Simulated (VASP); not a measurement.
## MoS2: relaxation of the atoms with LDA

System: MoS2, a sheet with vacuum.

```
S Mo
1.0
     3.16000    0.00000    0.00000
    -1.58000    2.73664    0.00000
     0.00000    0.00000   33.42400
S Mo
6 3
Direct
  0.66667 0.33333 0.26927
  0.66667 0.33333 0.36291
  0.33333 0.66667 0.45318
  0.33333 0.66667 0.54682
  0.66667 0.33333 0.63709
  0.66667 0.33333 0.73073
  0.33333 0.66667 0.31609
  0.66667 0.33333 0.50000
  0.33333 0.66667 0.68391
```

| Quantity | Value |
| --- | --- |
| Program | VASP 6.6.1 |
| Task | relaxation of the atoms |
| Functional | LDA |
| Potentials or basis | VASP PAW LDA potentials, release 64 (S, Mo_sv) |
| Cutoff | 520 eV |
| k mesh | 12 × 12 × 1 |
| Occupations | gaussian, width 0.02 eV |
| Spin | no spin polarisation |
| Dipole correction | yes |
| Further INCAR settings | ALGO = Normal; EDIFF = 1e-07; IBRION = 2; EDIFFG = -0.004; NSW = 100 |

- Energy gained by relaxing: 4.2 meV/atom
- Ionic steps: 29
- Largest force after relaxing: 0.004 eV/Å
- Band gap on the k mesh: 0.92 eV (least direct gap 1.66 eV)

Forces in eV/Å, atoms in the order of the input:
```
S    0.000  0.000  0.001
S    0.000  0.000 -0.002
S    0.000  0.000 -0.004
S    0.000  0.000  0.004
S    0.000  0.000  0.002
S    0.000  0.000 -0.001
Mo   0.000  0.000  0.001
Mo   0.000  0.000  0.000
Mo   0.000  0.000 -0.001
```

The path:
| step | energy change (eV) | largest force (eV/Å) | pressure (GPa) |
| --- | --- | --- | --- |
| 1 | 0.0000 | 0.4843 | -2.65 |
| 2 | -0.0297 | 0.0810 | -1.51 |
| 3 | -0.0299 | 0.0904 | -1.42 |
| 4 | -0.0298 | 0.0773 | -1.39 |
| 5 | -0.0301 | 0.0210 | -1.41 |
| 6 | -0.0302 | 0.0212 | -1.41 |
| 7 | -0.0304 | 0.0210 | -1.41 |
| 8 | -0.0309 | 0.0210 | -1.40 |
| 9 | -0.0317 | 0.0211 | -1.39 |
| 10 | -0.0333 | 0.0205 | -1.37 |
| 11 | -0.0359 | 0.0191 | -1.33 |
| 12 | -0.0374 | 0.0280 | -1.23 |
| 13 | -0.0322 | 0.2447 | -1.23 |
| 14 | -0.0375 | 0.0060 | -1.23 |
| 15 | -0.0373 | 0.0720 | -1.23 |
| 16 | -0.0375 | 0.0077 | -1.23 |
| 17 | -0.0375 | 0.0104 | -1.23 |
| 18 | -0.0375 | 0.0077 | -1.23 |
| 19 | -0.0375 | 0.0109 | -1.23 |
| 20 | -0.0375 | 0.0206 | -1.23 |
| 21 | -0.0375 | 0.0199 | -1.24 |
| 22 | -0.0375 | 0.0172 | -1.24 |
| 23 | -0.0375 | 0.0114 | -1.24 |
| 24 | -0.0376 | 0.0155 | -1.24 |
| 25 | -0.0376 | 0.0126 | -1.24 |
| 26 | -0.0376 | 0.0107 | -1.25 |
| 27 | -0.0376 | 0.0160 | -1.25 |
| 28 | -0.0376 | 0.0043 | -1.25 |
| 29 | -0.0376 | 0.0039 | -1.25 |

Final structure:
```xyz
9
Lattice="3.1600 0.0000 0.0000 -1.5800 2.7366 0.0000 0.0000 0.0000 33.4240" Properties=species:S:1:pos:R:3 pbc="T T T"
S     1.5800    0.9122    9.1646
S     1.5800    0.9122   12.2463
S     0.0000    1.8244   15.1703
S     0.0000    1.8244   18.2537
S     1.5800    0.9122   21.1777
S     1.5800    0.9122   24.2594
Mo    0.0000    1.8244   10.7039
Mo    1.5800    0.9122   16.7120
Mo    0.0000    1.8244   22.7201
```

Levels at points of the mesh, in eV from the valence-band top:
```tsv
k point	band 37	band 38	band 39	band 40	band 41	band 42
(0.00, 0.00, 0.00)	-0.99	-0.33	0.00	2.06	2.06	2.08
(0.50, 0.00, 0.00)	-1.47	-1.39	-1.35	1.53	1.56	1.57
```

It took 21 min on 4 MPI ranks on AMD EPYC 7R13 Processor (Zen 3), on a shared host, peak memory 0.42 GiB a rank.
